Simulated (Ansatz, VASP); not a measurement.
# Two plane-wave programs on HfF5

```
Hf F
1.0
     2.65017   -2.80902    0.00000
     2.65017    2.80902    0.00000
     0.00000    0.00000    6.02268
Hf F
1 5
Direct
  0.50000 0.50000 0.50000
  0.87549 0.87549 0.21298
  0.12451 0.12451 0.21298
  0.12451 0.12451 0.78702
  0.87549 0.87549 0.78702
  0.00000 0.00000 0.50000
```

Alike in both runs: task single point; functional PBE; k mesh 4 × 4 × 4; occupations gaussian, width 0.1 eV; no spin polarisation.

```csv
,VASP,Ansatz
version,VASP 6.6.1,Ansatz 0.2.0
potentials or method,"VASP PAW PBE potentials, release 64 (Hf_pv, F), cutoff 520 eV","scalar-relativistic, plane waves, PAW"
valence electrons in the cell,45,61
```

VASP gave:

| Property | Result |
| --- | --- |
| gap on the k mesh at the Fermi level (eV) | none |
| rms of the force components (eV/Å) | 7.098 |

Question: What did Ansatz give for the same quantities?

Answer: gap on the k mesh at the Fermi level (eV): none; rms of the force components (eV/Å): 6.833.

Atom by atom the forces differ by 0.280 eV/Å (rms over components). A gap of «none» marks a metal or a gap that the smearing closes. With one functional, cell and mesh, what is left measures potentials, basis and numerics. VASP's potentials hold 45 valence electrons a cell and Ansatz's 61, so a difference there can come from the potentials and not from the codes.

The k mesh is coarse, so the values compare programs but aren't converged. Neither program's run includes spin-orbit coupling.
